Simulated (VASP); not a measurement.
# Hf2Si (I4/mcm) in VASP: single point with r2SCAN

Aim: the single point of Hf2Si with r2SCAN.

Everything below comes from runs of VASP 6.6.1. Logs are shortened: lines on timing, memory, paths and dates and some standing lists are left out, and cuts for length are marked.

## Step 1: The cell of the first run

Symmetry: I4/mcm, No. 140, tetragonal system. Conventional cell: a = 6.649 Å, b = 6.649 Å, c = 5.029 Å, α = 90.00°, β = 90.00°, γ = 90.00°. Hf (site symmetry m2m) has 4 Si at 2.81 Å and 11 Hf at 2.94 to 3.55 Å within 3.7 Å. Within 3.3 Å of Si (site symmetry 422) lie 2 Si at 2.51 Å and 8 Hf at 2.81 Å.

## Step 2: Single point, r2SCAN

Contents of POSCAR:

```
Hf2Si
1.0
   -3.3247382096      3.3247382096      2.5144488424
    3.3247382096     -3.3247382096      2.5144488424
    3.3247382096      3.3247382096     -2.5144488424
Hf Si
4 2
Direct
    0.8434478117      0.6565521883      0.5000000000
    0.3434478117      0.8434478117      0.1868956234
    0.1565521883      0.3434478117      0.5000000000
    0.6565521883      0.1565521883      0.8131043766
    0.7500000000      0.7500000000      0.0000000000
    0.2500000000      0.2500000000      0.0000000000
```

Contents of INCAR.step1:

```
SYSTEM = Hf2Si
PREC = Accurate ; ENCUT = 520
ISMEAR = 0 ; SIGMA = 0.15
LREAL = .FALSE. ; LASPH = .TRUE.
NELM = 60 ; NBANDS = 33
GGA = PE ; ALGO = Normal
EDIFF = 1E-4 ; LWAVE = .TRUE.
LCHARG = .FALSE. ; KPAR = 4
```

Contents of INCAR.step2:

```
SYSTEM = Hf2Si
PREC = Accurate ; ENCUT = 520
EDIFF = 1E-6 ; ISMEAR = 0
SIGMA = 0.15 ; LREAL = .FALSE.
LASPH = .TRUE. ; NELM = 60
ALGO = Normal ; ISIF = 2
LWAVE = .FALSE. ; LCHARG = .TRUE.
METAGGA = R2SCAN ; LMIXTAU = .TRUE.
LVHAR = .TRUE. ; NBANDS = 33
ISTART = 1 ; KPAR = 4
```

Contents of KPOINTS:

```
Automatic mesh
0
G
  14 14 14
  0 0 0
```

Potentials or basis: VASP PAW PBE potentials, release 64 (Hf_pv, Si).

On the command line:

```sh
$ cat potpaw_PBE.64/Hf_pv/POTCAR potpaw_PBE.64/Si/POTCAR > POTCAR
$ cp INCAR.step1 INCAR
$ mpirun -np 4 vasp_std > vasp.out
$ cp INCAR.step2 INCAR
$ mpirun -np 4 vasp_std > vasp.out
```

OUTCAR:

```text
SYSTEM = Hf2Si
   PREC = Accurate
   ENCUT = 520
   EDIFF = 1E-6
   ISMEAR = 0
   LREAL = .FALSE.
   LASPH = .TRUE.
   NELM = 60
   ISIF = 2
   METAGGA = R2SCAN
   ISTART = 1

 ion  position               nearest neighbor table
   1  0.843  0.657  0.500-   6 2.81   5 2.81   5 2.81   6 2.81   3 2.94   3 3.07   3 3.07   4 3.26
                             2 3.26   4 3.26   2 3.26   4 3.55   2 3.55   2 3.55   4 3.55
   2  0.343  0.843  0.187-   5 2.81   6 2.81   6 2.81   5 2.81   4 2.94   4 3.07   4 3.07   1 3.26
                             3 3.26   3 3.26   1 3.26   1 3.55   3 3.55   1 3.55   3 3.55
   3  0.157  0.343  0.500-   5 2.81   6 2.81   6 2.81   5 2.81   1 2.94   1 3.07   1 3.07   4 3.26
                             2 3.26   4 3.26   2 3.26   4 3.55   2 3.55   4 3.55   2 3.55
   4  0.657  0.157  0.813-   5 2.81   6 2.81   6 2.81   5 2.81   2 2.94   2 3.07   2 3.07   1 3.26
                             3 3.26   3 3.26   1 3.26   1 3.55   3 3.55   1 3.55   3 3.55
   5  0.750  0.750  0.000-   6 2.51   6 2.51   2 2.81   4 2.81   4 2.81   2 2.81   1 2.81   1 2.81
                             3 2.81   3 2.81
   6  0.250  0.250  0.000-   5 2.51   5 2.51   2 2.81   4 2.81   4 2.81   2 2.81   3 2.81   1 2.81
                             1 2.81   3 2.81

  LATTYP: Found a body centered tetragonal cell.
 ALAT       =     6.6494764192
 C/A-ratio  =     0.7562847610

  Lattice vectors:

 A1 = (  -3.3247382096,   3.3247382096,   2.5144488424)
 A2 = (   3.3247382096,  -3.3247382096,   2.5144488424)
 A3 = (   3.3247382096,   3.3247382096,  -2.5144488424)

Analysis of symmetry for initial positions (statically):
=====================================================================
 Subroutine PRICEL returns:
 Original cell was already a primitive cell.

 Routine SETGRP: Setting up the symmetry group for a
 body centered tetragonal supercell.

 Subroutine GETGRP returns: Found 16 space group operations
 (whereof  8 operations were pure point group operations)
 out of a pool of 16 trial point group operations.

The static configuration has the point symmetry C_4h.
 The point group associated with its full space group is D_4h.

Analysis of symmetry for dynamics (positions and initial velocities):
=====================================================================
 Subroutine PRICEL returns:
 Original cell was already a primitive cell.

 Routine SETGRP: Setting up the symmetry group for a
 body centered tetragonal supercell.

 Subroutine GETGRP returns: Found 16 space group operations
 (whereof  8 operations were pure point group operations)
 out of a pool of 16 trial point group operations.

The dynamic configuration has the point symmetry C_4h.
 The point group associated with its full space group is D_4h.

 Subroutine INISYM returns: Found 16 space group operations
 (whereof  8 operations are pure point group operations),
 and found     1 'primitive' translations

----------------------------------------------------------------------------------------

                                     Primitive cell

  volume of cell :     111.1777

  direct lattice vectors                    reciprocal lattice vectors
    -3.324738210  3.324738210  2.514448842     0.000000000  0.150387780  0.198850735
     3.324738210 -3.324738210  2.514448842     0.150387780  0.000000000  0.198850735
     3.324738210  3.324738210 -2.514448842     0.150387780  0.150387780  0.000000000

  length of vectors
     5.331999747  5.331999747  5.331999747     0.249315261  0.249315261  0.212680439

  position of ions in fractional coordinates (direct lattice)
     0.843447812  0.656552188  0.500000000
     0.343447812  0.843447812  0.186895623
     0.156552188  0.343447812  0.500000000
     0.656552188  0.156552188  0.813104377
     0.750000000  0.750000000  0.000000000
     0.250000000  0.250000000  0.000000000

  ion indices of the primitive-cell ions
   primitive index   ion index
                 1           1
                 2           2
                 3           3
                 4           4
                 5           5
                 6           6

----------------------------------------------------------------------------------------

 KPOINTS: Automatic mesh

Automatic generation of k-mesh.
 Grid dimensions read from file:
 generate k-points for:   14   14   14

 Generating k-lattice:

  Cartesian coordinates                     Fractional coordinates (reciprocal lattice)
     0.000000000  0.010741984  0.014203624     0.071428571  0.000000000 -0.000000000
     0.010741984  0.000000000  0.014203624     0.000000000  0.071428571 -0.000000000
     0.010741984  0.010741984  0.000000000     0.000000000  0.000000000  0.071428571

  Length of vectors
     0.017808233  0.017808233  0.015191460

  Shift w.r.t. Gamma in fractional coordinates (k-lattice)
     0.000000000  0.000000000  0.000000000

 Subroutine IBZKPT returns following result:
 ===========================================

 Found    244 irreducible k-points:

 Following reciprocal coordinates:
            Coordinates               Weight
  0.000000  0.000000  0.000000      1.000000
  0.071429  0.000000  0.000000      8.000000
  0.142857  0.000000 -0.000000      8.000000
  0.214286  0.000000  0.000000      8.000000
  0.285714  0.000000  0.000000      8.000000
  0.357143  0.000000 -0.000000      8.000000
[... 16 lines left out ...]
  0.214286  0.142857 -0.000000     16.000000
  0.285714  0.142857 -0.000000     16.000000
 [... further k-points ...]
   k-points           NKPTS =    244   k-points in BZ     NKDIM =    244   number of bands    NBANDS=     33
   number of dos      NEDOS =    301   number of ions     NIONS =      6
   total plane-waves  NPLWV =  64000
   dimension x,y,z NGX =    40 NGY =   40 NGZ =   40
   dimension x,y,z NGXF=    80 NGYF=   80 NGZF=   80
   ions per type =               4   2
   NGX,Y,Z   is equivalent  to a cutoff of  12.47, 12.47, 12.47 a.u.
   NGXF,Y,Z  is equivalent  to a cutoff of  24.94, 24.94, 24.94 a.u.
 SYSTEM =  Hf2Si
   PREC   = accura    normal or accurate (medium, high low for compatibility)
   ISTART =      1    job   : 0-new  1-cont  2-samecut
   ICHARG =      0    charge: 1-file 2-atom 10-const
   ISPIN  =      1    spin polarized calculation?
   LNONCOLLINEAR =      F non collinear calculations
   LSORBIT =      F    spin-orbit coupling
   LASPH  =      T    aspherical Exc in radial PAW
   ENCUT  =  520.0 eV  38.22 Ry    6.18 a.u.   9.91  9.91  9.91*2*pi/ulx,y,z
   NELM   =     60;   NELMIN=  2; NELMDL=  0     # of ELM steps
   EDIFF  = 0.1E-05   stopping-criterion for ELM
   LREAL  =      F    real-space projection
   EDIFFG = 0.1E-04   stopping-criterion for IOM
   NSW    =      0    number of steps for IOM
   IBRION =     -1    ionic relax: 0-MD 1-quasi-New 2-CG
   NFREE  =      0    steps in history (QN), initial steepest desc. (CG)
   ISIF   =      2    stress and relaxation
   ISYM   =      2    0-nonsym 1-usesym 2-fastsym
   POTIM  = 0.5000    time-step for ionic-motion
   TEBEG  =    0.0;   TEEND  =   0.0 temperature during run
   PSTRESS=    0.0 pullay stress
   NELECT =      48.0000    total number of electrons
   NUPDOWN=      -1.0000    fix difference up-down
   EMIN   =  10.00;   EMAX   =-10.00  energy-range for DOS
   EFERMI =   0.00;   METHOD = LEGACY
   ISMEAR =     0;   SIGMA  =   0.15  broadening in eV -4-tet -1-fermi 0-gaus
   EFERMI_NEDOS =   21; number of points for ismear=-14 and -15
   IALGO  =     38    algorithm
   IMIX   =      4    mixing-type and parameters
     AMIX     =   0.40;   BMIX     =  1.00
     AMIX_MAG =   1.60;   BMIX_MAG =  1.00
  volume/ion in A,a.u.               =      18.53       125.04
  Fermi-wavevector in a.u.,A,eV,Ry     =   1.237322  2.338199 20.830048  1.530965
  Thomas-Fermi vector in A             =   2.371894
   LORBIT       =      0    0 simple, 1 ext, 2 COOP (PROOUT), +10 PAW based schemes
   METAGGA = R2SCAN    functional components
   LHFCALC =     F    Hartree Fock is set to
   AEXX    =    0.0000 exact exchange contribution
   IVDW    =     0    specifies the selected vdW correction
   LEPSILON=     F    determine dielectric tensor
   LRPA    =     F    only Hartree local field effects (RPA)
 non-spin polarized calculation
 Gauss-broadening in eV      SIGMA  =   0.15
  energy-cutoff  :      520.00
  volume of cell :      111.18
 maximum number of plane-waves:      3042
   NGX = 19   NGY = 19   NGZ = 19

 number of electron      47.9999996 magnetization

 Free energy of the ion-electron system (eV)
  ---------------------------------------------------
  ext. energy  EPLUGINS =         0.00000000
  ---------------------------------------------------
  free energy    TOTEN  =      -202.82769779 eV

  energy without entropy =     -202.80612544  energy(sigma->0) =     -202.81691161

 E-fermi :   6.0780     XC(G=0): -12.3948

 val. band max:        6.0568419320   @ k =  -0.2143  -0.4286   0.2143
 cond. band min:       6.0901093740   @ k =  -0.1429  -0.4286   0.1429
 fundamental gap:      0.0332674420
 Fermi energy:         6.0779844403

 k-point     1 :       0.0000    0.0000    0.0000
  band No.  band energies     occupation
      1     -25.4738      2.00000
      2     -25.4438      2.00000
      3     -25.3501      2.00000
      4     -25.3501      2.00000
      5     -25.3377      2.00000
      6     -25.3377      2.00000
[... 25 lines left out ...]
     32       9.6686      0.00000
     33      10.5755      0.00000

 k-point     2 :       0.0714    0.0000    0.0000
  band No.  band energies     occupation
      1     -25.4720      2.00000
      2     -25.4557      2.00000
      3     -25.3789      2.00000
      4     -25.3752      2.00000
      5     -25.3088      2.00000
      6     -25.3056      2.00000
[... 25 lines left out ...]
     32       9.9203      0.00000
     33      10.6390      0.00000

 k-point     3 :       0.1429    0.0000   -0.0000
  band No.  band energies     occupation
      1     -25.4829      2.00000
      2     -25.4751      2.00000
      3     -25.4074      2.00000
      4     -25.3850      2.00000
      5     -25.2749      2.00000
      6     -25.2698      2.00000
[... 25 lines left out ...]
     32      10.4230      0.00000
     33      10.8103      0.00000

 k-point     4 :       0.2143    0.0000    0.0000
  band No.  band energies     occupation
      1     -25.5114      2.00000
      2     -25.4916      2.00000
      3     -25.4250      2.00000
      4     -25.3670      2.00000
      5     -25.2457      2.00000
      6     -25.2427      2.00000
[... 25 lines left out ...]
     32      10.7552      0.00000
     33      11.0004      0.00000

 k-point     5 :       0.2857    0.0000    0.0000
  band No.  band energies     occupation
      1     -25.5332      2.00000
      2     -25.5125      2.00000
      3     -25.4283      2.00000
      4     -25.3360      2.00000
      5     -25.2350      2.00000
      6     -25.2263      2.00000
[... 604 lines left out ...]
 k-point    22 :       0.1429    0.1429   -0.0000
  band No.  band energies     occupation
      1     -25.5480      2.00000
      2     -25.4894      2.00000
      3     -25.4320      2.00000
      4     -25.3566      2.00000
      5     -25.2328      2.00000
      6     -25.2229      2.00000
[... 25 lines left out ...]
     32      10.3150      0.00000
     33      11.0990      0.00000

 k-point    23 :       0.2143    0.1429   -0.0000
  band No.  band energies     occupation
      1     -25.5670      2.00000
      2     -25.4988      2.00000
      3     -25.4318      2.00000
      4     -25.3181      2.00000
      5     -25.2482      2.00000
      6     -25.2175      2.00000
[... 25 lines left out ...]
     32       9.8719      0.00000
     33      10.8617      0.00000

 k-point    24 :       0.2857    0.1429   -0.0000
  band No.  band energies     occupation
      1     -25.5758      2.00000
      2     -25.5045      2.00000
      3     -25.4173      2.00000
      4     -25.2879      2.00000
      5     -25.2611      2.00000
      6     -25.2172      2.00000
[... 25 lines left out ...]
     32      10.0503      0.00000
     33      10.2645      0.00000

 [... further k-points ...]

------------------------ aborting loop because EDIFF is reached ----------------------------------------

  FORCE on cell =-STRESS in cart. coord.  units (eV):
  Direction    XX          YY          ZZ          XY          YZ          ZX
  --------------------------------------------------------------------------------------
  -------------------------------------------------------------------------------------
  Total       -2.2892670     -2.2892670      3.8626928      0.0000000      0.0000000      0.0000000
  in kB      -32.9905325    -32.9905325     55.6651066      0.0000000      0.0000000      0.0000000
  external PRESSURE =      -3.4386528 kB  Pullay stress =       0.0000000 kB

 VOLUME and BASIS-vectors are now :
 -----------------------------------------------------------------------------
  energy-cutoff  :      520.00
  volume of cell :      111.18
      direct lattice vectors                 reciprocal lattice vectors
    -3.324738210  3.324738210  2.514448842     0.000000000  0.150387780  0.198850735
     3.324738210 -3.324738210  2.514448842     0.150387780  0.000000000  0.198850735
     3.324738210  3.324738210 -2.514448842     0.150387780  0.150387780  0.000000000

 POSITION                                       TOTAL-FORCE (eV/Angst)
 -----------------------------------------------------------------------------------
      1.04099      2.28375      2.51445        -0.068580      0.068580      0.000000
      2.28375     -1.04099      2.51445         0.068580      0.068580     -0.000000
      2.28375      1.04099      0.00000         0.068580     -0.068580     -0.000000
      1.04099      4.36573     -0.00000        -0.068580     -0.068580      0.000000
      0.00000      0.00000      3.77167         0.000000      0.000000      0.000000
      0.00000      0.00000      1.25722         0.000000      0.000000      0.000000
 -----------------------------------------------------------------------------------
    total drift:                                0.000000     -0.000000     -0.000000

  FREE ENERGIE OF THE ION-ELECTRON SYSTEM (eV)
  ---------------------------------------------------
  free  energy   TOTEN  =      -202.8276977872 eV

  energy  without entropy=     -202.8061254352  energy(sigma->0) =     -202.81691161
```

Run time: 23 min. Hardware: 4 MPI ranks of Oxide Virtual Turin-like, shared host; peak memory 0.76 GiB.

Results:

```
Free energy            : -202.8277 eV
Pressure               : -0.3 GPa
Largest force          : 0.097 eV/Å
Band gap on the k mesh : zero (bands 24 and 25 overlap by 0.59 eV)
```

Forces in eV/Å, atoms in the order of the input:
```
Hf  -0.069  0.069  0.000
Hf   0.069  0.069  0.000
Hf   0.069 -0.069  0.000
Hf  -0.069 -0.069  0.000
Si   0.000  0.000  0.000
Si   0.000  0.000  0.000
```

Caveat: the stress differs along the axes, from -3 to 6 GPa; the PAW data sets were made with another functional, which shifts forces and pressure a little; spin-orbit coupling is left out, which moves the levels of the heavy elements.

The gap in the log of VASP goes by the Fermi energy; the results here count the filled bands.